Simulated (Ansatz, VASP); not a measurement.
**Two plane-wave programs on BaTiO3**

```
Ba Ti O
1.0
     2.93243    1.69304    2.43932
    -2.93243    1.69304    2.43932
     0.00000   -3.38608    2.43932
Ba Ti O
1 1 3
Direct
  0.02394 0.02394 0.02394
  0.44792 0.44792 0.44792
  0.50503 0.50503 0.03729
  0.03729 0.50503 0.50503
  0.50503 0.03729 0.50503
```

Alike in both runs: task single point; functional PBE; k mesh 9 × 9 × 9; occupations gaussian, width 0.02 eV; no spin polarisation.

|  | VASP | Ansatz |
| --- | --- | --- |
| version | VASP 6.6.1 | Ansatz 0.2.0 |
| potentials or method | VASP PAW PBE potentials, release 64 (Ba_sv, Ti_sv, O), cutoff 520 eV | scalar-relativistic, plane waves, PAW |
| valence electrons in the cell | 40 | 40 |

Ansatz gave:

```
gap on the k mesh at the Fermi level (eV)                     : 3.88
least direct gap on the mesh (eV)                             : 4.23
pressure (GPa)                                                : 6.0
traceless stress, the component that is largest in VASP (GPa) : -0.33
rms of the force components (eV/Å)                            : 1.583
```

Problem. Which values does VASP return?

Solution. gap on the k mesh at the Fermi level (eV): 3.83; least direct gap on the mesh (eV): 4.19; pressure (GPa): 7.3; traceless stress, the component that is largest in VASP (GPa): -0.47; rms of the force components (eV/Å): 1.658.

Atom by atom the forces differ by 0.078 eV/Å (rms over components).

Spin-orbit coupling is off throughout.
